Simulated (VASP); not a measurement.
**Ag4Sn: relaxation of cell and atoms with PBE**

Ag4Sn:

```
Ag Sn
1.0
     5.18944    0.00000    0.00000
     0.00000    5.18944    0.00000
     0.00000    0.00000    5.18944
Ag Sn
4 1
Direct
  0.50000 0.00000 0.00000
  0.00000 0.50000 0.00000
  0.00000 0.00000 0.50000
  0.50000 0.50000 0.50000
  0.00000 0.00000 0.00000
```

The cell was generated, and may not be a known phase.

```yaml
Program: VASP 6.6.1
Task: relaxation of cell and atoms
Functional: PBE
Potentials_or_basis: VASP PAW PBE potentials, release 64 (Ag, Sn_d)
Cutoff: 600 eV
k_mesh: 8 × 8 × 8
Occupations: gaussian, width 0.1 eV
Spin: no spin polarisation
Dipole_correction: no
Further_INCAR_settings: ALGO = Fast; EDIFF = 1e-06; IBRION = 2; EDIFFG = -0.01; NSW = 100; ISIF = 3
```

The relaxed volume is 28.10 Å³/atom, the relaxed cell is a = 5.199 Å, b = 5.199 Å, c = 5.199 Å, α = 90.00°, β = 90.00°, γ = 90.00° and the space group after relaxing (to 0.1 Å) is Pm-3m (No. 221). The energy gained by relaxing is 0.1 meV/atom and the ionic steps are 2. The pressure after relaxing is 0.0 GPa. The band gap on the k mesh is zero (bands 29 and 30 overlap by 0.79 eV).

The path:
```csv
step,energy change (eV),largest force (eV/Å),pressure (GPa),volume (Å³)
1,0.0000,0.0000,0.22,139.75
2,-0.0005,0.0000,-0.01,140.52
```

Final structure:
```
Ag Sn
1.0
     5.19894    0.00000    0.00000
     0.00000    5.19894    0.00000
     0.00000    0.00000    5.19894
Ag Sn
4 1
Direct
  0.50000 0.00000 0.00000
  0.00000 0.50000 0.00000
  0.00000 0.00000 0.50000
  0.50000 0.50000 0.50000
  0.00000 0.00000 0.00000
```

Levels at points of the mesh, in eV from the Fermi level:
```csv
k point,band 27,band 28,band 29,band 30,band 31,band 32
"(0.00, 0.00, 0.00)",-1.04,-1.04,-1.04,0.42,1.80,1.80
"(0.50, 0.00, 0.00)",-3.10,-0.03,-0.03,1.50,1.62,1.98
"(0.50, 0.50, 0.00)",-2.01,-2.01,-0.91,0.74,2.26,4.23
"(0.50, 0.50, 0.50)",-0.84,-0.84,-0.84,0.55,0.55,0.55
```

Wall time 2.3 min on 1 thread of Intel(R) Xeon(R) 6975P-C (Granite Rapids), on a shared host, peak memory 0.37 GiB.

Caveat: spin-orbit coupling is left out, which moves the levels of the heavy elements.
